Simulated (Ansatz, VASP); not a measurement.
**Cd in VASP and in Ansatz**

The input INCAR:

```
PREC = Accurate
ENCUT = 520
EDIFF = 1E-6
ISMEAR = 0
SIGMA = 0.15
LREAL = F
LASPH = T
NELM = 80
ALGO = Fast
ISIF = 2
LWAVE = F
LCHARG = T
GGA = CA
LELF = T
LVHAR = T
NBANDS = 12
```

KPOINTS

```
Automatic mesh
0
Gamma
  18 18 18
```

File POSCAR:

```
Cd
1.0
    0.0831806156      2.2181497500      2.2181497500
    2.2181497500      0.0831806156      2.2181497500
    2.3013303656      2.3013303656      0.0000000000
Cd
1
Direct
    0.0000000000      0.0000000000      0.0000000000
```

Input for Ansatz:

```yaml
crystal:
  lattice:
    - [0.0831806156, 2.21814975, 2.21814975]
    - [2.21814975, 0.0831806156, 2.21814975]
    - [2.3013303656, 2.3013303656, 0.0]
  atoms:
    - { symbol: Cd, position: [0.0, 0.0, 0.0] }
basis:
  ecutwfc: 420
kpoints:
  mp_grid: { grid: [18, 18, 18] }
hamiltonian:
  xc: lda
scf:
  occupations: { method: gaussian, width: 0.15 }
output:
  forces: true
  stress: true
  eigenvalues: true
```

Change from the starting cell: strain +0.0750 x Voigt [0, 0, 0, 0, 0, 1], atoms carried along.

Alike in both runs: task single point; functional LDA; k mesh 18 × 18 × 18; occupations gaussian, width 0.15 eV; no spin polarisation.

|  | VASP | Ansatz |
| --- | --- | --- |
| version | VASP 6.6.1 | Ansatz 0.2.0 |
| potentials or method | VASP PAW LDA potentials, release 64 (Cd), cutoff 520 eV | scalar-relativistic, plane waves, PAW |
| valence electrons in the cell | 12 | 20 |

|  | VASP | Ansatz | Ansatz less VASP |
| --- | --- | --- | --- |
| gap on the k mesh at the Fermi level (eV) | none | none | - |
| pressure (GPa) | -4.3 | -4.7 | -0.44 |
| traceless stress, the component that is largest in VASP (GPa) | 0.52 | 0.58 | +0.068 |

LDA's correlation is that of Perdew and Zunger in VASP and of Perdew and Wang (1992) in Ansatz. A gap of «none» marks a metal or a gap that the smearing closes. VASP's potentials hold 12 valence electrons a cell and Ansatz's 20, so a difference there can come from the potentials and not from the codes.
